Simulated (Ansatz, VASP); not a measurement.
## One calculation of Ga5N2, two programs

```xyz
7
Lattice="5.7104 0.0000 0.0000 -2.8552 4.9454 0.0000 0.0000 0.0000 4.6740" Properties=species:S:1:pos:R:3 pbc="T T T"
Ga    2.8552    0.0000    0.0000
Ga   -1.4276    2.4727    0.0000
Ga    1.4276    2.4727    0.0000
Ga    0.0000    3.2969    2.3370
Ga    2.8552    1.6485    2.3370
N     0.0000    0.0000    2.8957
N     0.0000    0.0000    1.7783
```

Alike in both runs: functional PBE; k mesh 6 × 6 × 4; occupations gaussian, width 0.1 eV; no spin polarisation.

Ansatz relaxed the structure, and its values are those at the end. VASP's run is a single point on that final structure, the one shown.

|  | VASP | Ansatz |
| --- | --- | --- |
| version | VASP 6.6.1 | Ansatz 0.2.0 |
| potentials or method | VASP PAW PBE potentials, release 64 (Ga_d, N_h), cutoff 910 eV | scalar-relativistic, plane waves, PAW |
| valence electrons in the cell | 75 | 75 |

Ansatz gave:

| Property | Result |
| --- | --- |
| gap on the k mesh at the Fermi level (eV) | none |
| rms of the force components (eV/Å) | 0.008 |

Estimate VASP's values.

gap on the k mesh at the Fermi level (eV): none; rms of the force components (eV/Å): 0.022.

A gap of «none» marks a metal or a gap that the smearing closes.

Noted on VASP's run: the cutoff is short for stress, so the pressure is rough.
